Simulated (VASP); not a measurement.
Wanted: the native input for a VASP 6.6.1 run.

```yaml
Task: single point
Functional: PBE
Potentials_or_basis: VASP PAW PBE potentials, release 64 (Al, Ru_pv, C, N)
Cutoff: 520 eV
k_mesh: 12 × 12 × 8
Occupations: gaussian, width 0.1 eV
Spin: no spin polarisation
Dipole_correction: no
Further_INCAR_settings: ALGO = Normal; EDIFF = 1e-06; NBANDS = 26
```

The structure of Al2RuCN2 lies in POSCAR:

```
Al2RuCN2
1.0
    3.3042644812      0.0000000000      0.0000000000
    0.0000000000      3.3042644812      0.0000000000
    0.0000000000      0.0000000000      5.5061651687
Al Ru C N
2 1 1 2
Direct
    0.5000000000      0.5000000000      0.7463570831
    0.5000000000      0.5000000000      0.2536429169
    0.0000000000      0.0000000000      0.0000000000
    0.0000000000      0.0000000000      0.5000000000
    0.0000000000      0.5000000000      0.5000000000
    0.5000000000      0.0000000000      0.5000000000
```

The cell was generated, and may not be a known phase.

One way to write it, as run:

INCAR

```
SYSTEM = Al2RuCN2
ALGO = Normal
EDIFF = 1E-6
ENCUT = 520
GGA = PE
ISIF = 2
ISMEAR = 0
LASPH = .True.
LCHARG = .False.
LREAL = .False.
LWAVE = .False.
NBANDS = 26
NELM = 60
PREC = Accurate
SIGMA = 0.1
```

KPOINTS

```
k-points
0
Gamma
  12 12 8
  0 0 0
```

Potentials or basis: VASP PAW PBE potentials, release 64 (Al, Ru_pv, C, N).

Launch:

```console
$ cat potpaw_PBE.64/Al/POTCAR potpaw_PBE.64/Ru_pv/POTCAR potpaw_PBE.64/C/POTCAR potpaw_PBE.64/N/POTCAR > POTCAR
$ mpirun -np 1 vasp_std > vasp.out
```

Results of the run:

| Quantity | Value |
| --- | --- |
| Pressure | -0.1 GPa |
| Largest force | 0.005 eV/Å |
| Band gap on the k mesh | zero (bands 17 and 18 overlap by 1.96 eV) |

It took 92 s on 1 thread of Intel(R) Xeon(R) 6975P-C (Granite Rapids), with other jobs on the host, peak memory 0.34 GiB.
